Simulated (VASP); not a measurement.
Crystal: Al2Ru.

```xyz
3
Lattice="-1.5604 1.5604 4.2218 1.5604 -1.5604 4.2218 1.5604 1.5604 -4.2218" Properties=species:S:1:pos:R:3 pbc="T T T"
Al    0.0000    0.0000    5.5660
Al    0.0000    0.0000    2.8776
Ru    0.0000    0.0000    0.0000
```

Base run:

- Program: VASP 6.6.1
- Functional: PBEsol
- Potentials or basis: VASP PAW PBE potentials, release 64 (Al, Ru_pv)
- Cutoff: 520 eV
- k mesh: 10 × 10 × 10
- Occupations: gaussian, width 0.1 eV
- Spin: no spin polarisation

Its results: band gap on the k mesh zero (band 10 reaches 10.63 eV, above the bottom of band 11 at 10.59 eV); pressure -0.3 GPa; largest force 0.046 eV/Å.

Q: The run is repeated on the same cell with these changes: k mesh from 10 × 10 × 10 to 4 × 4 × 4. What comes out?

A: Band gap on the k mesh 0.11 eV, indirect (least direct gap 0.60 eV); pressure -0.3 GPa; largest force 0.026 eV/Å.

Caveats: some runs use coarse meshes; the PAW data sets were made with another functional, which shifts forces and pressure a little.

A k mesh can miss the band edges.
